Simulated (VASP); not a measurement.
Runs of VASP 6.6.1 on Sn. The structure is that of space group I4_1/amd (No. 141), or close to it. The cells are those of the table. 

| task | level | spin | cell | k mesh | cutoff (eV) | smearing | grid for exact exchange (PRECFOCK) | share of exact exchange | screening parameter | gap on the mesh (eV) | pressure (GPa) | moment (μB) |
| --- | --- | --- | --- | --- | --- | --- | --- | --- | --- | --- | --- | --- |
| single point | HSE06 | off | a = 4.455 Å, angles 97.4, 97.4, 137.9°, 2 atoms | 5 × 5 × 5 | 520 | fermi-dirac 0.05 eV | Normal | 0.25 | 0.2079 1/Å | none | (a) | - |
| single point | PBEsol | non-collinear, zero start, SOC | a = 4.455 Å, angles 97.4, 97.4, 137.9°, 2 atoms | 7 × 7 × 7 | 520 | fermi-dirac 0.05 eV | - | - | - | - | -1.7 | 0.00 |
| single point | PBEsol | non-collinear, zero start, SOC | a = 4.403 Å, angles 97.5, 97.5, 137.6°, 2 atoms | 7 × 7 × 7 | 520 | fermi-dirac 0.1 eV | - | - | - | - | 0.0 | 0.00 |
| relaxation of cell and atoms | PBE | off | relaxed to 30 GPa from a = 4.455 Å, angles 97.4, 97.4, 137.9°, 2 atoms | 9 × 9 × 9 | 600 | fermi-dirac 0.05 eV | - | - | - | none | 30.0 | - |
| electric field gradients | r2SCAN50 | off | a = 4.455 Å, angles 97.4, 97.4, 137.9°, 2 atoms | 4 × 4 × 4 | 520 | fermi-dirac 0.05 eV | Normal | 0.5 | - | none | -3.2 | - |

Alike in all rows: potentials or basis VASP PAW PBE potentials, release 64 (Sn_d).

Task: Estimate the missing entries.

Result: (a) -0.2.

Caveats: some runs use coarse meshes; the PAW data sets were made with another functional, which shifts forces and pressure a little (at least some runs); spin-orbit coupling is left out, which moves the levels of the heavy elements (at least some runs); the cell is relaxed towards a set pressure, so the run minimises the enthalpy, not the energy (at least some runs).

A k mesh can miss the band edges, and rows without SOC leave out spin-orbit coupling on Sn.

A gap of «none» marks levels without a gap at the run's occupations.
